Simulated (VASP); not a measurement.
# NaF in VASP: a series of runs

NaF is run at these levels: PBE; tasks: single point.

All numbers are computed with VASP 6.6.1; they aren't measurements. Logs are shortened: lines on timing, memory, paths and dates and some standing lists are left out, and cuts for length are marked.

### 1 The cell of the first run

The structure is tetragonal, space group I4mm (No. 107). Conventional cell: a = 3.286 Å, b = 3.286 Å, c = 4.647 Å, α = 90.00°, β = 90.00°, γ = 90.00°. Within 3.0 Å of Na (site symmetry 4mm) lie 6 F at 2.24 to 2.40 Å. Within 3.0 Å of F (site symmetry 4mm) lie 6 Na at 2.24 to 2.40 Å.

### 2 Single point, PBE (atom 2 (F) moved by [0.08, 0.0, 0.0] A)

Input file INCAR:

```
SYSTEM = NaF
  PREC = Accurate
  ENCUT = 520
  EDIFF = 1E-6
  ISMEAR = -1
  SIGMA = 0.02
  LREAL = .FALSE.
  LASPH = .TRUE.
  NELM = 100
  ALGO = Normal
  ISIF = 2
  LWAVE = .FALSE.
  LCHARG = .TRUE.
  GGA = PE
  LELF = .TRUE.
  LVHAR = .TRUE.
  NBANDS = 14
```

Input file KPOINTS:

```
regular mesh
0
G
  10 10 10
  0 0 0
```

Input file POSCAR:

```
NaF
1.0
    0.0000000000      2.3233000000      2.3233000000
    2.3233000000      0.0000000000      2.3233000000
    2.3233000000      2.3233000000      0.0000000000
Na F
1 1
Direct
    0.0000000000      0.0000000000      0.0000000000
    0.4827831102      0.5172168898      0.5172168898
```

Potentials or basis: VASP PAW PBE potentials, release 64 (Na_pv, F).

Launch:

```sh
$ cat potpaw_PBE.64/Na_pv/POTCAR potpaw_PBE.64/F/POTCAR > POTCAR
$ mpirun -np 1 vasp_std > vasp.out
```

OUTCAR:

```text
SYSTEM = NaF
   PREC = Accurate
   ENCUT = 520
   EDIFF = 1E-6
   ISMEAR = -1
   LREAL = .FALSE.
   LASPH = .TRUE.
   NELM = 100
   ISIF = 2
   GGA = PE

 ion  position               nearest neighbor table
   1  0.000  0.000  0.000-   2 2.24   2 2.32   2 2.32   2 2.32   2 2.32
   2  0.483  0.517  0.517-   1 2.24   1 2.32   1 2.32   1 2.32   1 2.32

  LATTYP: Found a face centered cubic cell.
 ALAT       =     4.6466000000

  Lattice vectors:

 A1 = (   0.0000000000,   2.3233000000,   2.3233000000)
 A2 = (   2.3233000000,   0.0000000000,   2.3233000000)
 A3 = (   2.3233000000,   2.3233000000,   0.0000000000)

Analysis of symmetry for initial positions (statically):
=====================================================================
 Subroutine PRICEL returns:
 Original cell was already a primitive cell.

 Routine SETGRP: Setting up the symmetry group for a
 face centered cubic supercell.

 Subroutine GETGRP returns: Found  8 space group operations
 (whereof  8 operations were pure point group operations)
 out of a pool of 48 trial point group operations.

The static configuration has the point symmetry C_4v.

Analysis of symmetry for dynamics (positions and initial velocities):
=====================================================================
 Subroutine PRICEL returns:
 Original cell was already a primitive cell.

 Routine SETGRP: Setting up the symmetry group for a
 face centered cubic supercell.

 Subroutine GETGRP returns: Found  8 space group operations
 (whereof  8 operations were pure point group operations)
 out of a pool of 48 trial point group operations.

The dynamic configuration has the point symmetry C_4v.

 Subroutine INISYM returns: Found  8 space group operations
 (whereof  8 operations are pure point group operations),
 and found     1 'primitive' translations

----------------------------------------------------------------------------------------

                                     Primitive cell

  volume of cell :      25.0811

  direct lattice vectors                    reciprocal lattice vectors
     0.000000000  2.323300000  2.323300000    -0.215211122  0.215211122  0.215211122
     2.323300000  0.000000000  2.323300000     0.215211122 -0.215211122  0.215211122
     2.323300000  2.323300000  0.000000000     0.215211122  0.215211122 -0.215211122

  length of vectors
[... 84 lines left out ...]
   EDIFFG = 0.1E-04   stopping-criterion for IOM
   NSW    =      0    number of steps for IOM
   IBRION =     -1    ionic relax: 0-MD 1-quasi-New 2-CG
   NFREE  =      0    steps in history (QN), initial steepest desc. (CG)
   ISIF   =      2    stress and relaxation
   ISYM   =      2    0-nonsym 1-usesym 2-fastsym
   POTIM  = 0.5000    time-step for ionic-motion
   TEBEG  =    0.0;   TEEND  =   0.0 temperature during run
   PSTRESS=    0.0 pullay stress
   NELECT =      14.0000    total number of electrons
   NUPDOWN=      -1.0000    fix difference up-down
   EMIN   =  10.00;   EMAX   =-10.00  energy-range for DOS
   EFERMI =   0.00;   METHOD = LEGACY
   ISMEAR =    -1;   SIGMA  =   0.02  broadening in eV -4-tet -1-fermi 0-gaus
   EFERMI_NEDOS =   21; number of points for ismear=-14 and -15
   IALGO  =     38    algorithm
   IMIX   =      4    mixing-type and parameters
     AMIX     =   0.40;   BMIX     =  1.00
     AMIX_MAG =   1.60;   BMIX_MAG =  1.00
  volume/ion in A,a.u.               =      12.54        84.63
  Fermi-wavevector in a.u.,A,eV,Ry     =   1.347935  2.547227 24.720809  1.816928
  Thomas-Fermi vector in A             =   2.475645
   LORBIT       =      0    0 simple, 1 ext, 2 COOP (PROOUT), +10 PAW based schemes
   GGA     = PE    functional components
   LHFCALC =     F    Hartree Fock is set to
   AEXX    =    0.0000 exact exchange contribution
   IVDW    =     0    specifies the selected vdW correction
   LEPSILON=     F    determine dielectric tensor
   LRPA    =     F    only Hartree local field effects (RPA)
 non-spin polarized calculation
  energy-cutoff  :      520.00
  volume of cell :       25.08
 maximum number of plane-waves:       692
   NGX = 13   NGY = 13   NGZ = 13

 number of electron      13.9999991 magnetization

 Free energy of the ion-electron system (eV)
  ---------------------------------------------------
  ext. energy  EPLUGINS =         0.00000000
  ---------------------------------------------------
  free energy    TOTEN  =        -8.55650507 eV

  energy without entropy =       -8.55650507  energy(sigma->0) =       -8.55650507

 E-fermi :  -1.5981     XC(G=0):  -9.1148

 val. band max:       -2.1219979037   @ k =   0.0000   0.0000   0.0000
 cond. band min:       4.1338480906   @ k =   0.0000   0.0000   0.0000
 fundamental gap:      6.2558459943
 Fermi energy:        -1.5981441440

 k-point     1 :       0.0000    0.0000    0.0000
  band No.  band energies     occupation
      1     -21.3046      2.00000
      2     -21.0862      2.00000
      3     -21.0862      2.00000
      4     -21.0615      2.00000
      5      -2.1222      2.00000
      6      -2.1220      2.00000
      7      -2.1220      2.00000
      8       4.1338      0.00000
      9      16.8056      0.00000
     10      16.8156      0.00000
     11      16.8156      0.00000
     12      19.6340      0.00000
     13      21.8135      0.00000
     14      21.8146      0.00000
[... 377 lines left out ...]
      1     -21.5631      2.00000
      2     -21.0971      2.00000
      3     -21.0865      2.00000
      4     -20.7675      2.00000
      5      -2.5640      2.00000
      6      -2.2103      2.00000
      7      -2.1752      2.00000
      8       5.0264      0.00000
      9      14.4790      0.00000
     10      16.8255      0.00000
     11      17.3605      0.00000
     12      20.4232      0.00000
     13      21.4001      0.00000
     14      22.4210      0.00000

 [... further k-points ...]
[... 5 lines left out ...]
  --------------------------------------------------------------------------------------
  -------------------------------------------------------------------------------------
  Total        0.3522533      0.2364095      0.2364095      0.0000000     -0.0000000      0.0000000
  in kB       22.5019299     15.1018326     15.1018326      0.0000000     -0.0000000      0.0000000
  external PRESSURE =      17.5685317 kB  Pullay stress =       0.0000000 kB

 VOLUME and BASIS-vectors are now :
 -----------------------------------------------------------------------------
  energy-cutoff  :      520.00
  volume of cell :       25.08
      direct lattice vectors                 reciprocal lattice vectors
     0.000000000  2.323300000  2.323300000    -0.215211122  0.215211122  0.215211122
     2.323300000  0.000000000  2.323300000     0.215211122 -0.215211122  0.215211122
     2.323300000  2.323300000  0.000000000     0.215211122  0.215211122 -0.215211122

 POSITION                                       TOTAL-FORCE (eV/Angst)
 -----------------------------------------------------------------------------------
      0.00000      0.00000      0.00000         0.195292      0.000000      0.000000
      2.40330      2.32330      2.32330        -0.195292      0.000000      0.000000
 -----------------------------------------------------------------------------------
    total drift:                               -0.001249      0.000002      0.000002

  FREE ENERGIE OF THE ION-ELECTRON SYSTEM (eV)
  ---------------------------------------------------
  free  energy   TOTEN  =        -8.5565050690 eV

  energy  without entropy=       -8.5565050690  energy(sigma->0) =       -8.55650507
```

OSZICAR:

```text
N       E                     dE             d eps       ncg     rms          rms(c)
DAV:   1     0.110182653543E+03    0.11018E+03   -0.77038E+03  2918   0.122E+03
DAV:   2    -0.383571405787E+01   -0.11402E+03   -0.10562E+03  3150   0.345E+02
DAV:   3    -0.941292319314E+01   -0.55772E+01   -0.55655E+01  3552   0.695E+01
DAV:   4    -0.945606730355E+01   -0.43144E-01   -0.43142E-01  3258   0.661E+00
DAV:   5    -0.945650002577E+01   -0.43272E-03   -0.43272E-03  3558   0.669E-01    0.543E+00
DAV:   6    -0.856459281976E+01    0.89191E+00   -0.31159E+00  3414   0.148E+01    0.183E+00
DAV:   7    -0.855449847959E+01    0.10094E-01   -0.29414E-02  2964   0.204E+00    0.106E+00
DAV:   8    -0.855593143077E+01   -0.14330E-02   -0.29026E-02  3012   0.340E+00    0.148E-01
DAV:   9    -0.855656384912E+01   -0.63242E-03   -0.39478E-03  3630   0.575E-01    0.114E-01
DAV:  10    -0.855650696826E+01    0.56881E-04   -0.66493E-04  3096   0.299E-01    0.164E-02
DAV:  11    -0.855650468664E+01    0.22816E-05   -0.24899E-05  3504   0.715E-02    0.295E-03
DAV:  12    -0.855650506900E+01   -0.38236E-06   -0.14397E-06  3138   0.140E-02
   1 F= -.85565051E+01 E0= -.85565051E+01  d E =-.526892E-13
```

stdout:

```text
POSCAR found type information on POSCAR NaF
 POSCAR found :  2 types and       2 ions
 scaLAPACK will be used
 LDA part: xc-table for (Slater+PW92), standard interpolation
 POSCAR, INCAR and KPOINTS ok, starting setup
 FFT: planning ... GRIDC
 FFT: planning ... GRID_SOFT
 FFT: planning ... GRID
 WAVECAR not read
 entering main loop
```

It took 16 s on 1 thread of Intel Xeon Platinum 8259CL at 2.50GHz (Skylake/Cascade Lake), shared host; peak memory 0.15 GiB.

What came out:

```
Free energy            : -8.5565 eV
Pressure               : 1.8 GPa
Largest force          : 0.195 eV/Å
Band gap on the k mesh : 6.26 eV
```

Forces on the atoms (eV/Å):
```
Na   0.195  0.000  0.000
F   -0.195  0.000  0.000
```

Levels at points of the mesh, in eV from the valence-band top:
```
           k point  band 4  band 5  band 6  band 7  band 8  band 9  band 10  band 11
(0.00, 0.00, 0.00)  -18.94    0.00    0.00    0.00    6.26   18.93    18.94    18.94
(0.50, 0.00, 0.00)  -18.19   -1.57   -0.25   -0.25   10.73   12.39    20.01    20.01
(0.50, 0.50, 0.00)  -18.85   -1.26   -0.40   -0.40   13.09   13.29    13.50    19.65
(0.00, 0.50, 0.50)  -18.84   -1.25   -0.40   -0.40   13.01   13.28    13.58    19.67
```

Caveat: the cell differs from its parent crystal (atom 2 (F) moved by [0.08, 0.0, 0.0] A). A k mesh can miss the band edges.

### 3 Single point, PBE (xy shear strain of -1.5 %)

Input file INCAR:

```
SYSTEM = NaF
  ALGO = Normal
  EDIFF = 1E-7
  ENCUT = 520
  GGA = PE
  ISIF = 2
  ISMEAR = -1
  LASPH = .True.
  LCHARG = .True.
  LELF = .True.
  LREAL = .False.
  LVHAR = .True.
  LWAVE = .False.
  NBANDS = 14
  NELM = 80
  PREC = Accurate
  SIGMA = 0.02
```

Input file KPOINTS:

```
k-points
0
Gamma
  10 10 10
  0 0 0
```

Input file POSCAR:

```
NaF
1.0
   -0.0174247500      2.3233000000      2.3233000000
    2.3233000000     -0.0174247500      2.3233000000
    2.3058752500      2.3058752500      0.0000000000
Na F
1 1
Direct
    0.0000000000      0.0000000000      0.0000000000
    0.5000000000      0.5000000000      0.5000000000
```

Potentials or basis: VASP PAW PBE potentials, release 64 (Na_pv, F).

Launch:

```sh
$ cat potpaw_PBE.64/Na_pv/POTCAR potpaw_PBE.64/F/POTCAR > POTCAR
$ mpirun -np 1 vasp_std > vasp.out
```

Wall time 32 s (1 thread of Intel Xeon Platinum 8259CL at 2.50GHz (Skylake/Cascade Lake), shared host); peak memory 0.17 GiB.

Results (log left out):

```
Free energy            : -8.5636 eV
Pressure               : 1.6 GPa
Band gap on the k mesh : 6.23 eV
```

Stress tensor (GPa, compression positive):
```
1.60 0.40 0.00
0.40 1.60 0.00
0.00 0.00 1.59
```

Levels at points of the mesh, in eV from the valence-band top:
| k point | band 4 | band 5 | band 6 | band 7 | band 8 | band 9 | band 10 | band 11 |
| --- | --- | --- | --- | --- | --- | --- | --- | --- |
| (0.00, 0.00, 0.00) | -18.99 | -0.04 | -0.02 | 0.00 | 6.23 | 18.72 | 18.90 | 19.08 |
| (0.50, 0.00, 0.00) | -18.21 | -1.60 | -0.27 | -0.25 | 10.71 | 12.31 | 20.01 | 20.16 |
| (0.50, 0.50, 0.00) | -18.94 | -1.28 | -0.45 | -0.39 | 13.06 | 13.23 | 13.53 | 19.46 |
| (0.00, 0.00, 0.50) | -18.22 | -1.58 | -0.29 | -0.27 | 10.71 | 12.44 | 19.85 | 19.99 |
| (0.50, 0.00, 0.50) | -18.93 | -1.28 | -0.42 | -0.42 | 13.07 | 13.26 | 13.50 | 19.64 |

Caveat: the cell differs from its parent crystal (xy shear strain of -1.5 %). A k mesh can miss the band edges.
